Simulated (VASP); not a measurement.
# As6H in VASP: relaxation of the atoms with PBE+D3(BJ)

Aim: the relaxation of the atoms of As6H with PBE+D3(BJ).

Everything below comes from runs of VASP 6.6.1. Logs are shortened: lines on timing, memory, paths and dates and some standing lists are left out, and cuts for length are marked.

## Step 1: The cell of the first run

The cell holds a slab with vacuum, 7 atoms: a = 3.783 Å, b = 3.783 Å, c = 27.025 Å, α = 90.00°, β = 90.00°, γ = 120.00°.

## Step 2: Relaxation of the atoms, PBE+D3(BJ)

Contents of INCAR:

```
SYSTEM = As6H
  PREC = Accurate
  ENCUT = 520
  EDIFF = 1E-6
  ISMEAR = 0
  SIGMA = 0.1
  LREAL = .False.
  LASPH = .True.
  NELM = 80
  ALGO = Normal
  ISIF = 2
  LWAVE = .False.
  LCHARG = .False.
  LDIPOL = .True.
  IDIPOL = 3
  DIPOL = 0.5 0.5 0.480
  GGA = PE
  IVDW = 12
  IBRION = 2
  NSW = 90
  EDIFFG = -0.03
```

Contents of KPOINTS:

```
regular mesh
0
Gamma
  9 9 1
  0 0 0
```

Contents of POSCAR:

```
As6H
1.0
    3.7828824949      0.0000000000      0.0000000000
   -1.8914412475      3.2760723401      0.0000000000
    0.0000000000      0.0000000000     27.0246822174
As H
6 1
Selective dynamics
Direct
    0.3333333333      0.6666666667      0.3145272877  F F F
    0.6666666667      0.3333333333      0.3621548853  F F F
    0.0000000000      0.0000000000      0.4391829909  F F F
    0.3333333333      0.6666666667      0.4866983554  T T T
    0.6666666667      0.3333333333      0.5649327863  T T T
    0.0000000000      0.0000000000      0.6132829440  T T T
    0.3333333333      0.6666666667      0.5777598621  T T T
```

Potentials or basis: VASP PAW PBE potentials, release 64 (As, H).

The run is started by

```sh
$ cat potpaw_PBE.64/As/POTCAR potpaw_PBE.64/H/POTCAR > POTCAR
$ mpirun -np 1 vasp_std > vasp.out
```

OUTCAR:

```text
SYSTEM = As6H
   PREC = Accurate
   ENCUT = 520
   EDIFF = 1E-6
   ISMEAR = 0
   LREAL = .False.
   LASPH = .True.
   NELM = 80
   ISIF = 2
   GGA = PE
   IVDW = 12
   IBRION = 2
   NSW = 90
   EDIFFG = -0.03
 IVDW          = 12

 ion  position               nearest neighbor table
   1  0.333  0.667  0.315-   2 2.54   2 2.54   2 2.54
   2  0.667  0.333  0.362-   1 2.54   1 2.54   1 2.54
   3  0.000  0.000  0.439-   4 2.53   4 2.53   4 2.53
   4  0.333  0.667  0.487-   3 2.53   3 2.53   3 2.53
   5  0.667  0.333  0.565-   6 2.55   6 2.55   6 2.55
   6  0.000  0.000  0.613-   5 2.55   5 2.55   5 2.55
   7  0.333  0.667  0.578-

  LATTYP: Found a hexagonal cell.
 ALAT       =     3.7828824949
 C/A-ratio  =     7.1439391136

  Lattice vectors:

 A1 = (   3.7828824949,   0.0000000000,   0.0000000000)
 A2 = (  -1.8914412475,   3.2760723401,   0.0000000000)
 A3 = (   0.0000000000,   0.0000000000,  27.0246822174)

Analysis of symmetry for initial positions (statically):
=====================================================================
 Subroutine PRICEL returns:
 Original cell was already a primitive cell.

 Routine SETGRP: Setting up the symmetry group for a
 hexagonal supercell.

 Subroutine GETGRP returns: Found  6 space group operations
 (whereof  6 operations were pure point group operations)
 out of a pool of 24 trial point group operations.

The static configuration has the point symmetry C_3v.

Analysis of symmetry for dynamics (positions and initial velocities):
=====================================================================
 Subroutine PRICEL returns:
 Original cell was already a primitive cell.

 Routine SETGRP: Setting up the symmetry group for a
 hexagonal supercell.

 Subroutine GETGRP returns: Found  6 space group operations
 (whereof  6 operations were pure point group operations)
 out of a pool of 24 trial point group operations.

The dynamic configuration has the point symmetry C_3v.

Analysis of constrained symmetry for selective dynamics:
=====================================================================
 Subroutine PRICEL returns:
 Original cell was already a primitive cell.

 Routine SETGRP: Setting up the symmetry group for a
 hexagonal supercell.

 Subroutine GETGRP returns: Found  6 space group operations
 (whereof  6 operations were pure point group operations)
 out of a pool of 24 trial point group operations.

The constrained configuration has the point symmetry C_3v.

 Subroutine INISYM returns: Found  6 space group operations
 (whereof  6 operations are pure point group operations),
 and found     1 'primitive' translations

----------------------------------------------------------------------------------------

                                     Primitive cell

  volume of cell :     334.9168

  direct lattice vectors                    reciprocal lattice vectors
     3.782882495  0.000000000  0.000000000     0.264348682  0.152621782  0.000000000
    -1.891441247  3.276072340  0.000000000     0.000000000  0.305243565  0.000000000
     0.000000000  0.000000000 27.024682217     0.000000000  0.000000000  0.037003210

  length of vectors
     3.782882495  3.782882495 27.024682217     0.305243565  0.305243565  0.037003210

  position of ions in fractional coordinates (direct lattice)
     0.333333333  0.666666667  0.314527288
     0.666666667  0.333333333  0.362154885
     0.000000000  0.000000000  0.439182991
     0.333333333  0.666666667  0.486698355
     0.666666667  0.333333333  0.564932786
     0.000000000  0.000000000  0.613282944
     0.333333333  0.666666667  0.577759862

  ion indices of the primitive-cell ions
   primitive index   ion index
                 1           1
                 2           2
                 3           3
                 4           4
                 5           5
                 6           6
                 7           7

----------------------------------------------------------------------------------------

 KPOINTS: regular mesh

Automatic generation of k-mesh.
 Grid dimensions read from file:
 generate k-points for:    9    9    1

 Generating k-lattice:

  Cartesian coordinates                     Fractional coordinates (reciprocal lattice)
     0.029372076  0.016957976  0.000000000     0.111111111  0.000000000  0.000000000
     0.000000000  0.033915952  0.000000000     0.000000000  0.111111111  0.000000000
     0.000000000  0.000000000  0.037003210     0.000000000  0.000000000  1.000000000

  Length of vectors
     0.033915952  0.033915952  0.037003210

  Shift w.r.t. Gamma in fractional coordinates (k-lattice)
     0.000000000  0.000000000  0.000000000

 Subroutine IBZKPT returns following result:
 ===========================================

 Found     12 irreducible k-points:

 Following reciprocal coordinates:
            Coordinates               Weight
  0.000000  0.000000  0.000000      1.000000
  0.111111  0.000000  0.000000      6.000000
  0.222222 -0.000000  0.000000      6.000000
  0.333333  0.000000  0.000000      6.000000
  0.444444 -0.000000  0.000000      6.000000
  0.111111  0.111111  0.000000      6.000000
  0.222222  0.111111  0.000000     12.000000
  0.333333  0.111111  0.000000     12.000000
  0.444444  0.111111  0.000000      6.000000
  0.222222  0.222222  0.000000      6.000000
  0.333333  0.222222  0.000000     12.000000
  0.333333  0.333333  0.000000      2.000000
   k-points           NKPTS =     12   k-points in BZ     NKDIM =     12   number of bands    NBANDS=     19
   number of dos      NEDOS =    301   number of ions     NIONS =      7
   total plane-waves  NPLWV = 164640
   dimension x,y,z NGX =    28 NGY =   28 NGZ =  210
   dimension x,y,z NGXF=    56 NGYF=   56 NGZF=  420
   ions per type =               6   1
   NGX,Y,Z   is equivalent  to a cutoff of  12.31, 12.31, 12.92 a.u.
   NGXF,Y,Z  is equivalent  to a cutoff of  24.61, 24.61, 25.84 a.u.
 SYSTEM =  As6H
   PREC   = accura    normal or accurate (medium, high low for compatibility)
   ISTART =      0    job   : 0-new  1-cont  2-samecut
   ICHARG =      2    charge: 1-file 2-atom 10-const
   ISPIN  =      1    spin polarized calculation?
   LNONCOLLINEAR =      F non collinear calculations
   LSORBIT =      F    spin-orbit coupling
   LASPH  =      T    aspherical Exc in radial PAW
   ENCUT  =  520.0 eV  38.22 Ry    6.18 a.u.   7.03  7.03 50.25*2*pi/ulx,y,z
   NELM   =     80;   NELMIN=  2; NELMDL= -5     # of ELM steps
   EDIFF  = 0.1E-05   stopping-criterion for ELM
   LREAL  =      F    real-space projection
   EDIFFG = -.3E-01   stopping-criterion for IOM
   NSW    =     90    number of steps for IOM
   IBRION =      2    ionic relax: 0-MD 1-quasi-New 2-CG
   NFREE  =      1    steps in history (QN), initial steepest desc. (CG)
   ISIF   =      2    stress and relaxation
   ISYM   =      2    0-nonsym 1-usesym 2-fastsym
   POTIM  = 0.5000    time-step for ionic-motion
   TEBEG  =    0.0;   TEEND  =   0.0 temperature during run
   PSTRESS=    0.0 pullay stress
   NELECT =      31.0000    total number of electrons
   NUPDOWN=      -1.0000    fix difference up-down
   EMIN   =  10.00;   EMAX   =-10.00  energy-range for DOS
   EFERMI =   0.00;   METHOD = LEGACY
   ISMEAR =     0;   SIGMA  =   0.10  broadening in eV -4-tet -1-fermi 0-gaus
   EFERMI_NEDOS =   21; number of points for ismear=-14 and -15
   IALGO  =     38    algorithm
   IMIX   =      4    mixing-type and parameters
     AMIX     =   0.40;   BMIX     =  1.00
     AMIX_MAG =   1.60;   BMIX_MAG =  1.00
  volume/ion in A,a.u.               =      47.85       322.88
  Fermi-wavevector in a.u.,A,eV,Ry     =   0.740542  1.399422  7.461470  0.548403
  Thomas-Fermi vector in A             =   1.834969
   LORBIT       =      0    0 simple, 1 ext, 2 COOP (PROOUT), +10 PAW based schemes
   GGA     = PE    functional components
   LHFCALC =     F    Hartree Fock is set to
   AEXX    =    0.0000 exact exchange contribution
   IVDW    =    12    specifies the selected vdW correction
   LEPSILON=     F    determine dielectric tensor
   LRPA    =     F    only Hartree local field effects (RPA)
 conjugate gradient relaxation of ions
 non-spin polarized calculation
 Gauss-broadening in eV      SIGMA  =   0.10
  energy-cutoff  :      520.00
  volume of cell :      334.92
 maximum number of plane-waves:      9073
   NGX = 15   NGY = 15   NGZ =101

--------------------------------------- Ionic step        1  -------------------------------------------

 number of electron      30.9999999 magnetization

 Free energy of the ion-electron system (eV)
  ---------------------------------------------------
  ext. energy  EPLUGINS =         0.00000000
  ---------------------------------------------------
  free energy    TOTEN  =       -29.36547544 eV

  energy without entropy =      -29.35209903  energy(sigma->0) =      -29.35878724

------------------------ aborting loop because EDIFF is reached ----------------------------------------

 Edisp (eV)   -2.16631

 E8    (eV) :    -0.9291
[... 120 lines left out ...]
  FREE ENERGIE OF THE ION-ELECTRON SYSTEM (eV)
  ---------------------------------------------------
  free  energy   TOTEN  =       -31.5513664178 eV

  energy  without entropy=      -31.5384514050  energy(sigma->0) =      -31.54490891

 dipolmoment           0.000000      0.000000     -0.000349 electrons x Angstroem

 vacuum level on the upper side and lower side of the slab       (xc-potential included)        -0.010        -0.282

[... ionic steps 4 to 34 ...]

--------------------------------------- Ionic step       35  -------------------------------------------

 number of electron      31.0000000 magnetization

------------------------ aborting loop because EDIFF is reached ----------------------------------------
[... 85 lines left out ...]
--------------------------------------- Ionic step       37  -------------------------------------------

 number of electron      31.0000000 magnetization

 dipolmoment           0.000000      0.000000      0.022259 electrons x Angstroem

 Free energy of the ion-electron system (eV)
  ---------------------------------------------------
  ext. energy  EPLUGINS =         0.00000000
  ---------------------------------------------------
  free energy    TOTEN  =       -29.74367536 eV

  energy without entropy =      -29.71922235  energy(sigma->0) =      -29.73144886

 E-fermi :  -1.0403     XC(G=0):  -4.4401

 val. band max:       -1.0440688992   @ k =   0.1111   0.0000   0.0000
 cond. band min:      -1.0047440976   @ k =   0.2222   0.2222   0.0000
 fundamental gap:      0.0393248016
 Fermi energy:        -1.0403042095

 k-point     1 :       0.0000    0.0000    0.0000
  band No.  band energies     occupation
      1     -15.5473      2.00000
      2     -14.9324      2.00000
      3     -14.1324      2.00000
      4     -10.5864      2.00000
      5      -8.8824      2.00000
      6      -7.0644      2.00000
[... 253 lines left out ...]
     18       1.0807      0.00000
     19       1.8586      0.00000

------------------------ aborting loop because EDIFF is reached ----------------------------------------

 vacuum level on the upper side and lower side of the slab       (xc-potential included)         0.045        -0.246

 Edisp (eV)   -2.18315

 E8    (eV) :    -0.9382

  FORCE on cell =-STRESS in cart. coord.  units (eV):
  Direction    XX          YY          ZZ          XY          YZ          ZX
  --------------------------------------------------------------------------------------
  -------------------------------------------------------------------------------------
  Total      -2.84181    -2.84181     0.29527     0.00000    -0.00000     0.00000
  in kB     -13.59469   -13.59469     1.41253     0.00000    -0.00000     0.00000
  external pressure =       -8.59 kB  Pullay stress =        0.00 kB
[... 22 lines left out ...]
  FREE ENERGIE OF THE ION-ELECTRON SYSTEM (eV)
  ---------------------------------------------------
  free  energy   TOTEN  =       -31.9268265347 eV

  energy  without entropy=      -31.9023735209  energy(sigma->0) =      -31.91460003

 reached required accuracy - stopping structural energy minimisation

 vacuum level on the upper side and lower side of the slab         3.902         3.603
```

Wall time 39 min (1 thread of Intel Xeon Platinum 8259CL at 2.50GHz (Skylake/Cascade Lake), shared host); peak memory 0.47 GiB.

Results:

| Quantity | Value |
| --- | --- |
| Free energy | -31.9268 eV |
| Energy gained by relaxing | 56.4 meV/atom |
| Ionic steps | 37 |
| Band gap on the k mesh | zero (an odd number of electrons rules out a gap without spin polarisation) |
| Dispersion energy per atom | -0.312 eV |

Step by step:
```csv
step,energy change (eV),largest force on free atoms (eV/Å),pressure (GPa)
1,0.0000,0.5097,0.12
2,-0.0170,0.2887,0.25
3,-0.0196,0.2891,0.32
4,-0.0254,0.2970,0.32
5,-0.0438,0.3149,0.31
6,-0.0830,0.3263,0.30
7,-0.1583,0.4886,0.26
8,-0.2585,0.9881,0.13
9,-0.0878,1.6069,-0.24
10,-0.2802,1.0849,0.07
11,-0.2897,1.1865,-0.17
12,-0.2961,1.0772,-0.04
13,-0.3005,1.0469,-0.06
14,-0.3125,0.9892,-0.12
15,-0.3307,0.9021,-0.23
16,-0.3365,0.7565,-0.44
17,-0.3397,0.8097,-0.36
18,-0.3455,0.7631,-0.38
19,-0.3604,0.6246,-0.41
20,-0.3799,0.3514,-0.47
21,-0.3788,0.1977,-0.58
22,-0.3861,0.1963,-0.52
23,-0.3875,0.1489,-0.54
24,-0.3897,0.0546,-0.61
25,-0.3897,0.0490,-0.63
26,-0.3900,0.0430,-0.63
27,-0.3907,0.0562,-0.65
28,-0.3916,0.0827,-0.69
29,-0.3920,0.1373,-0.78
30,-0.3921,0.1204,-0.75
31,-0.3923,0.1139,-0.75
32,-0.3929,0.0936,-0.76
33,-0.3937,0.0629,-0.78
34,-0.3946,0.0319,-0.81
35,-0.3946,0.0419,-0.82
36,-0.3948,0.0362,-0.83
37,-0.3950,0.0235,-0.86
```

Final structure:
```yaml
crystal:
  lattice:
    - [3.78288, 0.00000, 0.00000]
    - [-1.89144, 3.27607, 0.00000]
    - [0.00000, 0.00000, 27.02468]
  atoms:
    - { symbol: As, position: [0.33333, 0.66667, 0.31453] }
    - { symbol: As, position: [0.66667, 0.33333, 0.36215] }
    - { symbol: As, position: [0.00000, 0.00000, 0.43918] }
    - { symbol: As, position: [0.33333, 0.66667, 0.48822] }
    - { symbol: As, position: [0.66667, 0.33333, 0.55830] }
    - { symbol: As, position: [0.00000, 0.00000, 0.61003] }
    - { symbol: H, position: [0.33333, 0.66667, 0.62811] }
```

Levels at points of the mesh, in eV from the Fermi level:
| k point | band 12 | band 13 | band 14 | band 15 | band 16 | band 17 | band 18 | band 19 |
| --- | --- | --- | --- | --- | --- | --- | --- | --- |
| (0.00, 0.00, 0.00) | -0.94 | -0.94 | -0.90 | -0.18 | -0.01 | 1.11 | 1.11 | 1.56 |

The gap in the log of VASP goes by the Fermi energy; the results here count the filled bands.